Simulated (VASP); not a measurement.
A run of VASP 6.6.1:

INCAR

```
ALGO = Normal ; EDIFF = 1E-6
ENCUT = 520 ; GGA = PE
ISIF = 2 ; ISMEAR = 0
LASPH = True ; LCHARG = False
LREAL = Auto ; LWAVE = False
NBANDS = 53 ; NELM = 60
PREC = Accurate ; SIGMA = 0.02
```

File KPOINTS:

```
k-points
0
Gamma
  2 2 2
```

POSCAR

```
Si16Ge
1.0
    0.0000000000      5.4300000000      5.4300000000
    5.4300000000      0.0000000000      5.4300000000
    5.4300000000      5.4300000000      0.0000000000
Si Ge
16 1
Direct
   -0.0031549724      0.0153249540     -0.0097046961
    0.1126730203      0.1259768877      0.1348043278
   -0.0242582873      0.0089021179      0.5060225599
    0.1151094843      0.1564435543      0.6117542357
   -0.0039135359      0.4970380295     -0.0089686004
    0.1434289134      0.6430972376      0.0697237569
    0.0204548803      0.5188112339      0.4403198895
    0.1134380295      0.6161943831      0.6122960405
    0.4859682320     -0.0144822284      0.0426765193
    0.6261158379      0.1255856354      0.1358101289
    0.5091103131      0.0087817680      0.5067797422
    0.6107796501      0.1099479742      0.6687116943
    0.5154339779      0.4964566298     -0.0080442910
    0.6255924494      0.6121716390      0.1366197053
    0.5089658379      0.4747604972      0.5073361878
    0.6579924494      0.6149955801      0.6131535912
    0.2800439227      0.7767558932      0.6641733886
```

Potentials or basis: VASP PAW PBE potentials, release 64 (Si, Ge_d).

Launch:

```bash
$ cat potpaw_PBE.64/Si/POTCAR potpaw_PBE.64/Ge_d/POTCAR > POTCAR
$ mpirun -np 1 vasp_std > vasp.out
```

Hardware: 1 thread of Intel(R) Xeon(R) 6975P-C (Granite Rapids) (shared host).

Problem. Estimate the wall time of this run.

Solution. It took 100 s on 1 thread of Intel(R) Xeon(R) 6975P-C (Granite Rapids), with other jobs on the host, peak memory 0.5 GiB. Counts: scf iterations 13, k points 8.
